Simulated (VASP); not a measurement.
# Ca3MgF8 (Cmmm) in VASP: further runs

Aim: see how the results for Ca3MgF8 move with the level of theory and the settings. Levels: PBEsol, PBE. Tasks: single point.

Everything below comes from runs of VASP 6.6.1. Logs are shortened: lines on timing, memory, paths and dates and some standing lists are left out, and cuts for length are marked.

## 1. The cell of the first run

Symmetry: Cmmm, No. 65, orthorhombic system. The conventional cell has a = 7.453 Å, b = 10.629 Å, c = 3.777 Å, α = 90.00°, β = 90.00°, γ = 90.00°. Within 3.1 Å of Ca (site symmetry mmm) lie 8 F at 2.31 to 2.35 Å. Ca (site symmetry 2/m) has 8 F at 2.29 to 2.34 Å within 3.0 Å. Within 3.0 Å of F (site symmetry m2m) lie 2 Mg at 2.26 Å and 2 Ca at 2.34 Å and 6 F at 2.48 to 2.74 Å. F (site symmetry m2m) has 4 Ca at 2.29 to 2.31 Å and 6 F at 2.66 to 2.74 Å within 3.0 Å. F (site symmetry m) has 1 Mg at 2.18 Å and 3 Ca at 2.34 to 2.35 Å and 6 F at 2.57 to 2.75 Å within 2.9 Å. Mg (site symmetry mmm) has 8 F at 2.18 to 2.26 Å within 2.9 Å.

## 2. Single point, PBEsol

Contents of INCAR:

```
SYSTEM = Ca3MgF8
ALGO = Normal ; EDIFF = 1E-6
ENCUT = 600 ; GGA = PS
GGA_COMPAT = .False. ; ISIF = 2
ISMEAR = -1 ; LASPH = .True.
LCHARG = .False. ; LREAL = .False.
LWAVE = .False. ; NBANDS = 56
NELM = 120 ; PREC = Accurate
SIGMA = 0.02
```

Contents of KPOINTS:

```
k-points
0
Gamma
  4 4 6
  0 0 0
```

Contents of POSCAR:

```
Ca3MgF8
1.0
    3.7263349249     -5.3142818999      0.0000000000
    3.7263349249      5.3142818999      0.0000000000
    0.0000000000      0.0000000000      3.7770766891
Ca F Mg
3 8 1
Direct
    0.0000000000      0.0000000000      0.0000000000
    0.5000000000      0.0000000000      0.5000000000
    0.0000000000      0.5000000000      0.5000000000
    0.3832440801      0.6167559199      0.5000000000
    0.1253558842      0.8746441158      0.5000000000
    0.8568888866      0.6152143251      0.0000000000
    0.6152143251      0.8568888866      0.0000000000
    0.3847856749      0.1431111134      0.0000000000
    0.1431111134      0.3847856749      0.0000000000
    0.8746441158      0.1253558842      0.5000000000
    0.6167559199      0.3832440801      0.5000000000
    0.5000000000      0.5000000000      0.0000000000
```

Potentials or basis: VASP PAW PBE potentials, release 64 (Ca_sv, F, Mg).

Command:

```sh
$ cat potpaw_PBE.64/Ca_sv/POTCAR potpaw_PBE.64/F/POTCAR potpaw_PBE.64/Mg/POTCAR > POTCAR
$ mpirun -np 1 vasp_std > vasp.out
```

OUTCAR:

```text
SYSTEM = Ca3MgF8
   EDIFF = 1E-6
   ENCUT = 600
   GGA = PS
   ISIF = 2
   ISMEAR = -1
   LASPH = .True.
   LREAL = .False.
   NELM = 120
   PREC = Accurate

 ion  position               nearest neighbor table
   1  0.000  0.000  0.000-   5 2.31  10 2.31   5 2.31  10 2.31   9 2.35   6 2.35   7 2.35   8 2.35

   2  0.500  0.000  0.500-   5 2.29  10 2.29   8 2.34   7 2.34   7 2.34   8 2.34   4 2.34  11 2.34

   3  0.000  0.500  0.500-   5 2.29  10 2.29   9 2.34   6 2.34   6 2.34   9 2.34   4 2.34  11 2.34

   4  0.383  0.617  0.500-  12 2.26  12 2.26   2 2.34   3 2.34
   5  0.125  0.875  0.500-   2 2.29   3 2.29   1 2.31   1 2.31
   6  0.857  0.615  0.000-  12 2.18   3 2.34   3 2.34   1 2.35
   7  0.615  0.857  0.000-  12 2.18   2 2.34   2 2.34   1 2.35
   8  0.385  0.143  0.000-  12 2.18   2 2.34   2 2.34   1 2.35
   9  0.143  0.385  0.000-  12 2.18   3 2.34   3 2.34   1 2.35
  10  0.875  0.125  0.500-   2 2.29   3 2.29   1 2.31   1 2.31
  11  0.617  0.383  0.500-  12 2.26  12 2.26   2 2.34   3 2.34
  12  0.500  0.500  0.000-   6 2.18   7 2.18   8 2.18   9 2.18   4 2.26  11 2.26   4 2.26  11 2.26

  LATTYP: Found a base centered orthorhombic cell.
 ALAT       =     7.4526698498
 B/A-ratio  =     1.4261417739
 C/A-ratio  =     0.5068085351

  Lattice vectors:

 A1 = (   3.7263349249,  -5.3142818999,   0.0000000000)
 A2 = (   3.7263349249,   5.3142818999,   0.0000000000)
 A3 = (   0.0000000000,   0.0000000000,   3.7770766891)

Analysis of symmetry for initial positions (statically):
=====================================================================
 Subroutine PRICEL returns:
 Original cell was already a primitive cell.

 Routine SETGRP: Setting up the symmetry group for a
 base centered orthorhombic supercell.

 Subroutine GETGRP returns: Found  8 space group operations
 (whereof  8 operations were pure point group operations)
 out of a pool of  8 trial point group operations.

The static configuration has the point symmetry D_2h.

Analysis of symmetry for dynamics (positions and initial velocities):
=====================================================================
 Subroutine PRICEL returns:
 Original cell was already a primitive cell.

 Routine SETGRP: Setting up the symmetry group for a
 base centered orthorhombic supercell.

[... 131 lines left out ...]
   ISYM   =      2    0-nonsym 1-usesym 2-fastsym
   POTIM  = 0.5000    time-step for ionic-motion
   TEBEG  =    0.0;   TEEND  =   0.0 temperature during run
   PSTRESS=    0.0 pullay stress
   NELECT =      88.0000    total number of electrons
   NUPDOWN=      -1.0000    fix difference up-down
   EMIN   =  10.00;   EMAX   =-10.00  energy-range for DOS
   EFERMI =   0.00;   METHOD = LEGACY
   ISMEAR =    -1;   SIGMA  =   0.02  broadening in eV -4-tet -1-fermi 0-gaus
   EFERMI_NEDOS =   21; number of points for ismear=-14 and -15
   IALGO  =     38    algorithm
   IMIX   =      4    mixing-type and parameters
     AMIX     =   0.40;   BMIX     =  1.00
     AMIX_MAG =   1.60;   BMIX_MAG =  1.00
  volume/ion in A,a.u.               =      12.47        84.13
  Fermi-wavevector in a.u.,A,eV,Ry     =   1.371718  2.592172 25.600877  1.881611
  Thomas-Fermi vector in A             =   2.497390
   LORBIT       =      0    0 simple, 1 ext, 2 COOP (PROOUT), +10 PAW based schemes
   GGA     = PS    functional components
   LHFCALC =     F    Hartree Fock is set to
   AEXX    =    0.0000 exact exchange contribution
   IVDW    =     0    specifies the selected vdW correction
   LEPSILON=     F    determine dielectric tensor
   LRPA    =     F    only Hartree local field effects (RPA)
 non-spin polarized calculation
  energy-cutoff  :      600.00
  volume of cell :      149.59
 maximum number of plane-waves:      5032
 NGX is ok and might be reduce to    54
   NGX = 25   NGY = 25   NGZ = 15

 number of electron      88.0000047 magnetization

 Free energy of the ion-electron system (eV)
  ---------------------------------------------------
  ext. energy  EPLUGINS =         0.00000000
  ---------------------------------------------------
  free energy    TOTEN  =       -69.27713662 eV

  energy without entropy =      -69.27713662  energy(sigma->0) =      -69.27713662

 E-fermi :  -0.1708     XC(G=0): -10.1186

 val. band max:       -0.5716251407   @ k =   0.5000   0.5000   0.5000
 cond. band min:       6.0356266743   @ k =   0.0000   0.0000   0.0000
 fundamental gap:      6.6072518150
 Fermi energy:        -0.1707830594

 k-point     1 :       0.0000    0.0000    0.0000
  band No.  band energies     occupation
      1     -36.6196      2.00000
      2     -36.3829      2.00000
      3     -36.3664      2.00000
      4     -21.3603      2.00000
      5     -20.9874      2.00000
      6     -20.8352      2.00000
[... 1405 lines left out ...]
     55       9.6122      0.00000
     56       9.7553      0.00000

 [... further k-points ...]

------------------------ aborting loop because EDIFF is reached ----------------------------------------

  FORCE on cell =-STRESS in cart. coord.  units (eV):
  Direction    XX          YY          ZZ          XY          YZ          ZX
  --------------------------------------------------------------------------------------
  -------------------------------------------------------------------------------------
  Total       -0.0006384      0.0072918     -0.0220101     -0.0000000      0.0000000      0.0000000
  in kB       -0.0068369      0.0780964     -0.2357335     -0.0000000      0.0000000      0.0000000
  external PRESSURE =      -0.0548246 kB  Pullay stress =       0.0000000 kB

 VOLUME and BASIS-vectors are now :
 -----------------------------------------------------------------------------
  energy-cutoff  :      600.00
  volume of cell :      149.59
      direct lattice vectors                 reciprocal lattice vectors
     3.726334925 -5.314281900  0.000000000     0.134180102 -0.094086089  0.000000000
     3.726334925  5.314281900  0.000000000     0.134180102  0.094086089  0.000000000
     0.000000000  0.000000000  3.777076689     0.000000000  0.000000000  0.264755016

 POSITION                                       TOTAL-FORCE (eV/Angst)
 -----------------------------------------------------------------------------------
      0.00000      0.00000      0.00000        -0.000000     -0.000000      0.000000
      1.86317     -2.65714      1.88854        -0.000000     -0.000000      0.000000
      1.86317      2.65714      1.88854        -0.000000     -0.000000      0.000000
      3.72633      1.24095      1.88854        -0.000000     -0.044651      0.000000
      3.72633      3.98193      1.88854        -0.000000      0.003967      0.000000
      5.48555     -1.28433      0.00000        -0.037525      0.026649      0.000000
      5.48555      1.28433      0.00000        -0.037525     -0.026649      0.000000
      1.96712     -1.28433      0.00000         0.037525      0.026649      0.000000
      1.96712      1.28433      0.00000         0.037525     -0.026649      0.000000
      3.72633     -3.98193      1.88854        -0.000000     -0.003967      0.000000
      3.72633     -1.24095      1.88854        -0.000000      0.044651      0.000000
      3.72633      0.00000      0.00000         0.000000     -0.000000      0.000000
 -----------------------------------------------------------------------------------
    total drift:                               -0.000000      0.000000      0.000000

  FREE ENERGIE OF THE ION-ELECTRON SYSTEM (eV)
  ---------------------------------------------------
  free  energy   TOTEN  =       -69.2771366226 eV

  energy  without entropy=      -69.2771366226  energy(sigma->0) =      -69.27713662
```

stdout:

```text
POSCAR found type information on POSCAR CaF Mg
 POSCAR found :  3 types and      12 ions
 scaLAPACK will be used
 -----------------------------------------------------------------------------
|                                                                             |
|                                                                             |
|     You enforced a specific xc type in the INCAR file but a different       |
|     I HOPE YOU KNOW WHAT YOU ARE DOING!                                     |
|                                                                             |
 -----------------------------------------------------------------------------

 LDA part: xc-table for (Slater+PW92), standard interpolation
 POSCAR, INCAR and KPOINTS ok, starting setup
 FFT: planning ... GRIDC
 FFT: planning ... GRID_SOFT
 FFT: planning ... GRID
 WAVECAR not read
 entering main loop
```

Run time: 11 min. Hardware: 1 thread of Intel Xeon 8259CL, shared host; peak memory 0.43 GiB.

What came out:

| Property | Result |
| --- | --- |
| Free energy | -69.2771 eV |
| Pressure | 0.0 GPa |
| Largest force | 0.046 eV/Å |
| Band gap on the k mesh | 6.61 eV (least direct gap 6.63 eV) |

Forces in eV/Å, atoms in the order of the input:
```
Ca   0.000  0.000  0.000
Ca   0.000  0.000  0.000
Ca   0.000  0.000  0.000
F    0.000 -0.045  0.000
F    0.000  0.004  0.000
F   -0.038  0.027  0.000
F   -0.038 -0.027  0.000
F    0.038  0.027  0.000
F    0.038 -0.027  0.000
F    0.000 -0.004  0.000
F    0.000  0.045  0.000
Mg   0.000  0.000  0.000
```

Caveat: the PAW data sets were made with another functional, which shifts forces and pressure a little.

## 3. Single point, PBE

This run uses another cell than the first one, of 12.54 Å³/atom.

Contents of INCAR:

```
ALGO = Normal
EDIFF = 1E-6
ENCUT = 600
GGA = PE
GGA_COMPAT = False
ISIF = 2
ISMEAR = -1
LASPH = True
LCHARG = False
LREAL = False
LWAVE = False
NBANDS = 56
NELM = 120
PREC = Accurate
SIGMA = 0.02
```

Contents of KPOINTS:

```
k-points
0
Gamma
  4 4 6
```

Contents of POSCAR:

```
Ca3MgF8
1.0
    3.7306512254     -5.3248453857      0.0000000000
    3.7306512254      5.3248453857      0.0000000000
    0.0000000000      0.0000000000      3.7863861341
Ca F Mg
3 8 1
Direct
    0.0000000000      0.0000000000      0.0000000000
    0.5000000000      0.0000000000      0.5000000000
    0.0000000000      0.5000000000      0.5000000000
    0.3836716634      0.6163283366      0.5000000000
    0.1252891145      0.8747108855      0.5000000000
    0.8556517215      0.6144653899      0.0000000000
    0.6144653899      0.8556517215      0.0000000000
    0.3855346101      0.1443482785      0.0000000000
    0.1443482785      0.3855346101      0.0000000000
    0.8747108855      0.1252891145      0.5000000000
    0.6163283366      0.3836716634      0.5000000000
    0.5000000000      0.5000000000      0.0000000000
```

Potentials or basis: VASP PAW PBE potentials, release 64 (Ca_sv, F, Mg).

Command:

```sh
$ cat potpaw_PBE.64/Ca_sv/POTCAR potpaw_PBE.64/F/POTCAR potpaw_PBE.64/Mg/POTCAR > POTCAR
$ mpirun -np 1 vasp_std > vasp.out
```

Wall time 9.6 min (1 thread of Intel Xeon 8259CL, shared host); peak memory 0.43 GiB.

The run converged. Its results:

```yaml
Free_energy: -66.8956 eV
Pressure: 3.7 GPa
Largest_force: 0.034 eV/Å
Band_gap_on_the_k_mesh: 6.73 eV (least direct gap 6.75 eV)
```

Forces on the atoms (eV/Å):
```
Ca   0.000  0.000  0.000
Ca   0.000  0.000  0.000
Ca   0.000  0.000  0.000
F    0.000 -0.034  0.000
F    0.000  0.001  0.000
F   -0.023  0.012  0.000
F   -0.023 -0.012  0.000
F    0.023  0.012  0.000
F    0.023 -0.012  0.000
F    0.000 -0.001  0.000
F    0.000  0.034  0.000
Mg   0.000  0.000  0.000
```

Levels at points of the mesh, in eV from the valence-band top:
```csv
k point,band 42,band 43,band 44,band 45,band 46,band 47
"(0.00, 0.00, 0.00)",-0.42,-0.33,-0.02,6.73,8.08,8.93
"(0.50, 0.00, 0.00)",-0.46,-0.37,-0.25,8.03,8.04,8.62
"(0.50, 0.50, 0.00)",-0.29,-0.27,-0.24,8.20,8.33,8.61
"(0.00, 0.00, 0.50)",-0.16,-0.16,-0.12,8.12,8.54,8.59
"(0.50, 0.00, 0.50)",-0.36,-0.24,-0.23,8.12,8.37,8.46
"(0.50, 0.50, 0.50)",-0.35,-0.09,0.00,7.66,8.28,9.24
```

Caveat: the cell stands under pressure. A k mesh can miss the band edges.
